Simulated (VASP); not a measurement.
# Au (Fm-3m) in VASP: a series of runs

Au is run at these levels: PBEsol+D3(BJ), PBEsol+D4, PBEsol; tasks: single point, relaxation of cell and atoms.

Program: VASP 6.6.1. These are calculated values, not measurements. Logs are shortened: lines on timing, memory, paths and dates and some standing lists are left out, and cuts for length are marked.

### Step 1. The cell of the first run

Symmetry: Fm-3m, No. 225, cubic system. The conventional cell has a = 4.070 Å, b = 4.070 Å, c = 4.070 Å, α = 90.00°, β = 90.00°, γ = 90.00°. Within 3.8 Å of Au (site symmetry m-3m) lie 12 Au at 2.88 Å.

### Step 2. Single point, PBEsol+D3(BJ)

INCAR

```
ALGO     = Normal         # electronic algorithm
EDIFF    = 1E-6           # SCF threshold, eV
ENCUT    = 520            # plane-wave cutoff, eV
GGA      = PS             # functional
ISIF     = 2              # what is computed and relaxed
ISMEAR   = -1             # smearing method
IVDW     = 12             # dispersion correction
LASPH    = T              # aspherical terms in the spheres
LCHARG   = F              # write CHGCAR
LREAL    = F              # projectors in reciprocal space
LWAVE    = F              # write WAVECAR
NBANDS   = 12             # bands
NELM     = 100            # most SCF steps
PREC     = Accurate       # precision mode
SIGMA    = 0.05           # smearing width, eV
```

KPOINTS

```
k-points
0
Gamma
  11 11 11
```

POSCAR

```
Au
1.0
    0.0000000000      2.0350000000      2.0350000000
    2.0350000000      0.0000000000      2.0350000000
    2.0350000000      2.0350000000      0.0000000000
Au
1
Direct
    0.0000000000      0.0000000000      0.0000000000
```

Potentials or basis: VASP PAW PBE potentials, release 64 (Au).

Launch:

```bash
$ cat potpaw_PBE.64/Au/POTCAR > POTCAR
$ mpirun -np 1 vasp_std > vasp.out
```

OUTCAR:

```text
EDIFF = 1E-6
   ENCUT = 520
   GGA = PS
   ISIF = 2
   ISMEAR = -1
   IVDW = 12
   LASPH = T
   LREAL = F
   NELM = 100
   PREC = Accurate
 IVDW          = 12

 ion  position               nearest neighbor table
   1  0.000  0.000  0.000-

  LATTYP: Found a face centered cubic cell.
 ALAT       =     4.0700000000

  Lattice vectors:

 A1 = (   0.0000000000,   2.0350000000,   2.0350000000)
 A2 = (   2.0350000000,   0.0000000000,   2.0350000000)
 A3 = (   2.0350000000,   2.0350000000,   0.0000000000)

Analysis of symmetry for initial positions (statically):
=====================================================================
 Subroutine PRICEL returns:
 Original cell was already a primitive cell.

 Routine SETGRP: Setting up the symmetry group for a
 face centered cubic supercell.

 Subroutine GETGRP returns: Found 48 space group operations
[... 9 lines left out ...]

 Routine SETGRP: Setting up the symmetry group for a
 face centered cubic supercell.

 Subroutine GETGRP returns: Found 48 space group operations
[... 11 lines left out ...]
                                     Primitive cell

  volume of cell :      16.8548

  direct lattice vectors                    reciprocal lattice vectors
     0.000000000  2.035000000  2.035000000    -0.245700246  0.245700246  0.245700246
     2.035000000  0.000000000  2.035000000     0.245700246 -0.245700246  0.245700246
     2.035000000  2.035000000  0.000000000     0.245700246  0.245700246 -0.245700246

  length of vectors
     2.877924599  2.877924599  2.877924599     0.425565309  0.425565309  0.425565309

  position of ions in fractional coordinates (direct lattice)
     0.000000000  0.000000000  0.000000000

  ion indices of the primitive-cell ions
   primitive index   ion index
                 1           1

----------------------------------------------------------------------------------------

 KPOINTS: k-points

Automatic generation of k-mesh.
 Grid dimensions read from file:
 generate k-points for:   11   11   11

 Generating k-lattice:

  Cartesian coordinates                     Fractional coordinates (reciprocal lattice)
    -0.022336386  0.022336386  0.022336386     0.090909091  0.000000000  0.000000000
     0.022336386 -0.022336386  0.022336386     0.000000000  0.090909091  0.000000000
     0.022336386  0.022336386 -0.022336386     0.000000000  0.000000000  0.090909091

  Length of vectors
     0.038687755  0.038687755  0.038687755

  Shift w.r.t. Gamma in fractional coordinates (k-lattice)
     0.000000000  0.000000000  0.000000000

 Subroutine IBZKPT returns following result:
 ===========================================

 Found     56 irreducible k-points:

 Following reciprocal coordinates:
            Coordinates               Weight
  0.000000  0.000000  0.000000      1.000000
  0.090909  0.000000  0.000000      8.000000
  0.181818  0.000000  0.000000      8.000000
  0.272727  0.000000  0.000000      8.000000
  0.363636  0.000000  0.000000      8.000000
  0.454545  0.000000  0.000000      8.000000
[... 16 lines left out ...]
 -0.272727  0.181818  0.000000     24.000000
 -0.181818  0.181818  0.000000     12.000000
 [... further k-points ...]
   k-points           NKPTS =     56   k-points in BZ     NKDIM =     56   number of bands    NBANDS=     12
   number of dos      NEDOS =    301   number of ions     NIONS =      1
   total plane-waves  NPLWV =  13824
   dimension x,y,z NGX =    24 NGY =   24 NGZ =   24
   dimension x,y,z NGXF=    48 NGYF=   48 NGZF=   48
   ions per type =               1
   NGX,Y,Z   is equivalent  to a cutoff of  13.86, 13.86, 13.86 a.u.
   NGXF,Y,Z  is equivalent  to a cutoff of  27.73, 27.73, 27.73 a.u.
 SYSTEM =  unknown system
   PREC   = accura    normal or accurate (medium, high low for compatibility)
   ISTART =      0    job   : 0-new  1-cont  2-samecut
   ICHARG =      2    charge: 1-file 2-atom 10-const
   ISPIN  =      1    spin polarized calculation?
   LNONCOLLINEAR =      F non collinear calculations
   LSORBIT =      F    spin-orbit coupling
   LASPH  =      T    aspherical Exc in radial PAW
   ENCUT  =  520.0 eV  38.22 Ry    6.18 a.u.   5.35  5.35  5.35*2*pi/ulx,y,z
   NELM   =    100;   NELMIN=  2; NELMDL= -5     # of ELM steps
   EDIFF  = 0.1E-05   stopping-criterion for ELM
   LREAL  =      F    real-space projection
   EDIFFG = 0.1E-04   stopping-criterion for IOM
   NSW    =      0    number of steps for IOM
   IBRION =     -1    ionic relax: 0-MD 1-quasi-New 2-CG
   NFREE  =      0    steps in history (QN), initial steepest desc. (CG)
   ISIF   =      2    stress and relaxation
   ISYM   =      2    0-nonsym 1-usesym 2-fastsym
   POTIM  = 0.5000    time-step for ionic-motion
   TEBEG  =    0.0;   TEEND  =   0.0 temperature during run
   PSTRESS=    0.0 pullay stress
   NELECT =      11.0000    total number of electrons
   NUPDOWN=      -1.0000    fix difference up-down
   EMIN   =  10.00;   EMAX   =-10.00  energy-range for DOS
[... 5 lines left out ...]
     AMIX     =   0.40;   BMIX     =  1.00
     AMIX_MAG =   1.60;   BMIX_MAG =  1.00
  volume/ion in A,a.u.               =      16.85       113.74
  Fermi-wavevector in a.u.,A,eV,Ry     =   1.420032  2.683470 27.436005  2.016489
  Thomas-Fermi vector in A             =   2.540990
   LORBIT       =      0    0 simple, 1 ext, 2 COOP (PROOUT), +10 PAW based schemes
   GGA     = PS    functional components
   LHFCALC =     F    Hartree Fock is set to
   AEXX    =    0.0000 exact exchange contribution
   IVDW    =    12    specifies the selected vdW correction
   LEPSILON=     F    determine dielectric tensor
   LRPA    =     F    only Hartree local field effects (RPA)
 non-spin polarized calculation
  energy-cutoff  :      520.00
  volume of cell :       16.85
 maximum number of plane-waves:       465
 NGX is ok and might be reduce to    24
   NGX = 11   NGY = 11   NGZ = 11

 number of electron      10.9999999 magnetization

 Free energy of the ion-electron system (eV)
  ---------------------------------------------------
  ext. energy  EPLUGINS =         0.00000000
  ---------------------------------------------------
  free energy    TOTEN  =        -3.93236614 eV

  energy without entropy =       -3.93090186  energy(sigma->0) =       -3.93163400

 E-fermi :   9.4653     XC(G=0): -12.9497

 val. band max:        9.3233095362   @ k =   0.4545   0.2727   0.0000
 cond. band min:       9.5619873025   @ k =  -0.4545   0.0909   0.0000
 fundamental gap:      0.2386777663
 Fermi energy:         9.4653300101

 k-point     1 :       0.0000    0.0000    0.0000
  band No.  band energies     occupation
      1      -0.5747      2.00000
      2       4.7262      2.00000
      3       4.7262      2.00000
      4       4.7262      2.00000
      5       6.2849      2.00000
      6       6.2849      2.00000
      7      23.9502      0.00000
      8      28.0054      0.00000
      9      28.0054      0.00000
     10      28.0054      0.00000
     11      32.9079      0.00000
     12      37.6964      0.00000

 k-point     2 :       0.0909    0.0000    0.0000
  band No.  band energies     occupation
      1      -0.2858      2.00000
      2       4.6335      2.00000
      3       4.8232      2.00000
      4       4.8232      2.00000
      5       6.2434      2.00000
      6       6.2434      2.00000
      7      24.2767      0.00000
      8      26.3762      0.00000
      9      28.3525      0.00000
     10      28.3525      0.00000
     11      33.7451      0.00000
     12      35.8338      0.00000

 k-point     3 :       0.1818    0.0000    0.0000
  band No.  band energies     occupation
      1       0.5080      2.00000
      2       4.4800      2.00000
      3       4.9987      2.00000
      4       4.9987      2.00000
      5       6.2458      2.00000
      6       6.2458      2.00000
      7      23.2023      0.00000
      8      25.1173      0.00000
      9      29.1996      0.00000
     10      29.1996      0.00000
     11      31.6256      0.00000
     12      33.7814      0.00000

 k-point     4 :       0.2727    0.0000    0.0000
  band No.  band energies     occupation
      1       1.4675      2.00000
      2       4.7044      2.00000
      3       4.9864      2.00000
      4       4.9864      2.00000
      5       6.5607      2.00000
      6       6.5607      2.00000
      7      19.7765      0.00000
      8      24.8789      0.00000
      9      29.3391      0.00000
     10      29.3391      0.00000
     11      31.5054      0.00000
     12      32.5029      0.00000

 k-point     5 :       0.3636    0.0000    0.0000
  band No.  band energies     occupation
      1       1.9575      2.00000
      2       4.8259      2.00000
      3       4.8259      2.00000
      4       5.9724      2.00000
      5       7.0804      2.00000
      6       7.0804      2.00000
      7      16.1950      0.00000
      8      24.0173      0.00000
      9      27.8644      0.00000
     10      27.8644      0.00000
     11      33.4359      0.00000
     12      33.4534      0.00000
[... 228 lines left out ...]
      1       2.7592      2.00000
      2       4.2359      2.00000
      3       5.3270      2.00000
      4       5.4493      2.00000
      5       7.4576      2.00000
      6      11.2602      0.00000
      7      12.5988      0.00000
      8      22.2283      0.00000
      9      24.9123      0.00000
     10      25.2964      0.00000
     11      34.8527      0.00000
     12      34.9557      0.00000

 k-point    22 :      -0.3636    0.1818    0.0000
  band No.  band energies     occupation
      1       2.8392      2.00000
      2       4.3237      2.00000
      3       5.2931      2.00000
      4       5.3070      2.00000
      5       6.9623      2.00000
      6       9.9295      0.00019
      7      14.6552      0.00000
      8      21.6312      0.00000
      9      25.2729      0.00000
     10      26.5378      0.00000
     11      33.0620      0.00000
     12      34.9511      0.00000

 k-point    23 :      -0.2727    0.1818    0.0000
  band No.  band energies     occupation
      1       2.7727      2.00000
      2       4.3320      2.00000
      3       4.7059      2.00000
      4       5.4207      2.00000
      5       6.2760      2.00000
      6       8.5392      2.00000
      7      17.9283      0.00000
      8      21.7667      0.00000
      9      25.8938      0.00000
     10      28.9006      0.00000
     11      30.6692      0.00000
     12      35.0021      0.00000

 k-point    24 :      -0.1818    0.1818    0.0000
  band No.  band energies     occupation
      1       2.0274      2.00000
      2       4.0983      2.00000
      3       4.9253      2.00000
      4       5.6177      2.00000
      5       5.6618      2.00000
      6       7.5043      2.00000
      7      20.8619      0.00000
      8      22.8610      0.00000
      9      27.1579      0.00000
     10      28.6699      0.00000
     11      31.3985      0.00000
     12      34.1084      0.00000

 [... further k-points ...]

------------------------ aborting loop because EDIFF is reached ----------------------------------------

 Edisp (eV)   -0.63869

 E8    (eV) :    -0.4317

  FORCE on cell =-STRESS in cart. coord.  units (eV):
  Direction    XX          YY          ZZ          XY          YZ          ZX
  --------------------------------------------------------------------------------------
  -------------------------------------------------------------------------------------
  Total      -0.50694    -0.50694    -0.50694    -0.00000     0.00000     0.00000
  in kB     -48.18901   -48.18901   -48.18901    -0.00000     0.00000     0.00000
  external pressure =      -48.19 kB  Pullay stress =        0.00 kB

 VOLUME and BASIS-vectors are now :
 -----------------------------------------------------------------------------
  energy-cutoff  :      520.00
  volume of cell :       16.85
      direct lattice vectors                 reciprocal lattice vectors
     0.000000000  2.035000000  2.035000000    -0.245700246  0.245700246  0.245700246
     2.035000000  0.000000000  2.035000000     0.245700246 -0.245700246  0.245700246
     2.035000000  2.035000000  0.000000000     0.245700246  0.245700246 -0.245700246

 POSITION                                       TOTAL-FORCE (eV/Angst)
 -----------------------------------------------------------------------------------
      0.00000      0.00000      0.00000         0.000000      0.000000      0.000000
 -----------------------------------------------------------------------------------
    total drift:                               -0.000000      0.000000      0.000000

  FREE ENERGIE OF THE ION-ELECTRON SYSTEM (eV)
  ---------------------------------------------------
  free  energy   TOTEN  =        -4.5710569243 eV

  energy  without entropy=       -4.5695926441  energy(sigma->0) =       -4.57032478
```

It took 6.4 s on 1 thread of Intel Xeon Platinum 8488C (Sapphire Rapids), shared host; peak memory 0.15 GiB.

Results:

```yaml
Free_energy: -4.5711 eV
Pressure: -4.8 GPa
Dispersion_energy_per_atom: -0.639 eV
```

Caveat: three body term missing; the PAW data sets were made with another functional, which shifts forces and pressure a little; spin-orbit coupling is left out, which moves the levels of the heavy elements; pairwise dispersion overbinds metals, which lowers pressure and volume.

### Step 3. Single point, PBEsol+D4

This run uses another cell than the first one, of 16.69 Å³/atom, 0.990 times its volume.

INCAR

```
PREC     = Accurate       # precision mode
ENCUT    = 520            # plane-wave cutoff, eV
EDIFF    = 1E-7           # SCF threshold, eV
ISMEAR   = -1             # smearing method
SIGMA    = 0.05           # smearing width, eV
LREAL    = False          # projectors in reciprocal space
LASPH    = True           # aspherical terms in the spheres
NELM     = 100            # most SCF steps
ALGO     = Fast           # electronic algorithm
ISIF     = 2              # what is computed and relaxed
LWAVE    = False          # write WAVECAR
LCHARG   = False          # write CHGCAR
GGA      = PS             # functional
IVDW     = 13             # dispersion correction
NBANDS   = 12             # bands
```

KPOINTS

```
regular mesh
0
Gamma
  11 11 11
```

POSCAR

```
Au
1.0
    0.0000000000      2.0282975809      2.0282975809
    2.0282975809      0.0000000000      2.0282975809
    2.0282975809      2.0282975809      0.0000000000
Au
1
Direct
    0.0000000000      0.0000000000      0.0000000000
```

Potentials or basis: VASP PAW PBE potentials, release 64 (Au).

Launch:

```bash
$ cat potpaw_PBE.64/Au/POTCAR > POTCAR
$ mpirun -np 1 vasp_std > vasp.out
```

Run time: 7.8 s. Hardware: 1 thread of Intel Xeon Platinum 8488C (Sapphire Rapids), shared host; peak memory 0.15 GiB.

Results (log left out):

```
Free energy                : -4.3338 eV
Pressure                   : -0.3 GPa
Dispersion energy per atom : -0.404 eV
```

Levels at points of the mesh, in eV from the Fermi level:
| k point | band 4 | band 5 | band 6 | band 7 | band 8 | band 9 |
| --- | --- | --- | --- | --- | --- | --- |
| (0.00, 0.00, 0.00) | -4.79 | -3.20 | -3.20 | 14.48 | 18.59 | 18.59 |

Caveat: the PAW data sets were made with another functional, which shifts forces and pressure a little; spin-orbit coupling is left out, which moves the levels of the heavy elements; pairwise dispersion overbinds metals, which lowers pressure and volume.

### Step 4. Relaxation of cell and atoms, PBEsol

INCAR

```
  PREC = Accurate
  ENCUT = 600
  EDIFF = 1E-6
  ISMEAR = -1
  SIGMA = 0.05
  LREAL = False
  LASPH = True
  NELM = 60
  ALGO = Normal
  ISIF = 3
  LWAVE = False
  LCHARG = False
  GGA = PS
  IBRION = 2
  NSW = 60
  EDIFFG = -0.01
```

KPOINTS

```
Automatic mesh
0
Gamma
  11 11 11
```

POSCAR

```
Au
1.0
    0.0000000000      2.0350000000      2.0350000000
    2.0350000000      0.0000000000      2.0350000000
    2.0350000000      2.0350000000      0.0000000000
Au
1
Direct
    0.0000000000      0.0000000000      0.0000000000
```

Launch:

```bash
$ cat potpaw_PBE.64/Au/POTCAR > POTCAR
$ mpirun -np 1 vasp_std > vasp.out
```

It took 11 s on 1 thread of Intel Xeon Platinum 8488C (Sapphire Rapids), shared host; peak memory 0.15 GiB.

The run converged. Its results:

| Quantity | Value |
| --- | --- |
| Free energy | -3.9329 eV |
| Relaxed volume | 16.99 Å³/atom |
| Relaxed cell | a = 2.886 Å, b = 2.886 Å, c = 2.886 Å, α = 60.00°, β = 60.00°, γ = 60.00° |
| Space group after relaxing (to 0.05 Å) | Fm-3m (No. 225) |
| Energy gained by relaxing | 0.6 meV/atom |
| Ionic steps | 3 |
| Pressure after relaxing | 0.0 GPa |

The path:
```csv
step,energy change (eV),largest force (eV/Å),pressure (GPa),volume (Å³)
1,0.0000,0.0000,1.47,16.85
2,0.0012,0.0000,-2.40,17.24
3,-0.0006,0.0000,0.00,16.99
```

Final structure:
```cif
data_structure
_symmetry_space_group_name_H-M 'P 1'
_symmetry_Int_Tables_number 1
_cell_length_a 2.8858
_cell_length_b 2.8858
_cell_length_c 2.8858
_cell_angle_alpha 60.000
_cell_angle_beta 60.000
_cell_angle_gamma 60.000
_cell_volume 16.99
loop_
_atom_site_label
_atom_site_type_symbol
_atom_site_fract_x
_atom_site_fract_y
_atom_site_fract_z
_atom_site_occupancy
Au1 Au 0.00000 0.00000 0.00000 1
```

Levels at points of the mesh, in eV from the Fermi level:
```
           k point  band 4  band 5  band 6  band 7  band 8  band 9
(0.00, 0.00, 0.00)   -4.70   -3.17   -3.17   14.49   18.50   18.50
```

Caveat: the PAW data sets were made with another functional, which shifts forces and pressure a little; spin-orbit coupling is left out, which moves the levels of the heavy elements.

### Step 5. Relaxation of cell and atoms, PBEsol+D4

INCAR

```
PREC = Accurate
ENCUT = 600
EDIFF = 1E-7
ISMEAR = -1
SIGMA = 0.05
LREAL = F
LASPH = T
NELM = 80
ALGO = Normal
ISIF = 3
LWAVE = F
LCHARG = F
GGA = PS
IVDW = 13
IBRION = 2
NSW = 60
EDIFFG = -0.01
```

KPOINTS is that of step 4.

POSCAR is that of step 4.

Launch:

```bash
$ cat potpaw_PBE.64/Au/POTCAR > POTCAR
$ mpirun -np 1 vasp_std > vasp.out
```

It took 13 s on 1 thread of Intel Xeon Platinum 8488C (Sapphire Rapids), shared host; peak memory 0.15 GiB.

The run converged. Its results:

```yaml
Free_energy: -4.3338 eV
Relaxed_volume: 16.67 Å³/atom
Relaxed_cell: a = 2.867 Å, b = 2.867 Å, c = 2.867 Å, α = 60.00°, β = 60.00°, γ = 60.00°
Space_group_after_relaxing_to_0.05_Å: Fm-3m (No. 225)
Energy_gained_by_relaxing: 1.2 meV/atom
Ionic_steps: 3
Pressure_after_relaxing: 0.0 GPa
Dispersion_energy_per_atom: -0.404 eV
```

Step by step:
| step | energy change (eV) | largest force (eV/Å) | pressure (GPa) | volume (Å³) |
| --- | --- | --- | --- | --- |
| 1 | 0.0000 | 0.0000 | -2.03 | 16.85 |
| 2 | 0.0029 | 0.0000 | 4.04 | 16.34 |
| 3 | -0.0012 | 0.0000 | -0.01 | 16.67 |

Final structure:
```
CELL_PARAMETERS angstrom
0.00000 2.02759 2.02759
2.02759 0.00000 2.02759
2.02759 2.02759 0.00000
ATOMIC_POSITIONS crystal
Au 0.00000 0.00000 0.00000
```

Levels at points of the mesh, in eV from the Fermi level:
```csv
k point,band 4,band 5,band 6,band 7,band 8,band 9
"(0.00, 0.00, 0.00)",-4.79,-3.20,-3.20,14.48,18.60,18.60
```

Caveat: the PAW data sets were made with another functional, which shifts forces and pressure a little; spin-orbit coupling is left out, which moves the levels of the heavy elements; pairwise dispersion overbinds metals, which lowers pressure and volume.

### Step 6. Overview

| task | level | cell | cutoff (eV) | gap on the mesh (eV) | pressure (GPa) | relaxed volume (Å³/atom) |
| --- | --- | --- | --- | --- | --- | --- |
| single point | PBEsol+D3(BJ) | a = 2.878 Å, angles 60.0°, 1 atom | 520 | none | -4.8 | - |
| single point | PBEsol+D4 | a = 2.868 Å, angles 60.0°, 1 atom | 520 | none | -0.3 | - |
| relaxation of cell and atoms | PBEsol | relaxed from a = 2.878 Å, angles 60.0°, 1 atom | 600 | none | 0.0 | 16.99 |
| relaxation of cell and atoms | PBEsol+D4 | relaxed from a = 2.878 Å, angles 60.0°, 1 atom | 600 | none | 0.0 | 16.67 |

Alike in all rows: potentials or basis VASP PAW PBE potentials, release 64 (Au); no spin polarisation; k mesh 11 × 11 × 11; smearing fermi-dirac 0.05 eV.

Caveats: the PAW data sets were made with another functional, which shifts forces and pressure a little; spin-orbit coupling is left out, which moves the levels of the heavy elements; pairwise dispersion overbinds metals, which lowers pressure and volume (some runs); three body term missing (some runs).

Absolute energies hang on the potentials; compare differences alone.
